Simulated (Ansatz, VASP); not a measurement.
# Sn in VASP and in Ansatz

```
Sn
1.0
    -1.75441    1.75461    2.13498
     1.75441   -1.75461    2.13498
     1.75441    1.75461   -2.13498
Sn
1
Direct
  0.00000 0.00000 0.00000
```

Change from the starting cell: strain -0.0150 x Voigt [0, 0, 1, 0, 0, 0], atoms carried along.

Alike in both runs: task single point; functional PBE; dispersion D3(BJ); k mesh 24 × 24 × 24; occupations gaussian, width 0.15 eV; no spin polarisation.

|  | VASP | Ansatz |
| --- | --- | --- |
| version | VASP 6.6.1 | Ansatz 0.2.0 |
| potentials or method | VASP PAW PBE potentials, release 64 (Sn_d), cutoff 520 eV | scalar-relativistic, plane waves, PAW |
| valence electrons in the cell | 14 | 14 |

VASP gave:

* gap on the k mesh at the Fermi level (eV): none
* pressure (GPa): 0.7
* traceless stress, the component that is largest in VASP (GPa): -0.14

Problem. What did Ansatz give for the same quantities?

Solution. gap on the k mesh at the Fermi level (eV): none; pressure (GPa): 0.8; traceless stress, the component that is largest in VASP (GPa): -0.14.

A gap of «none» marks a metal or a gap that the smearing closes.
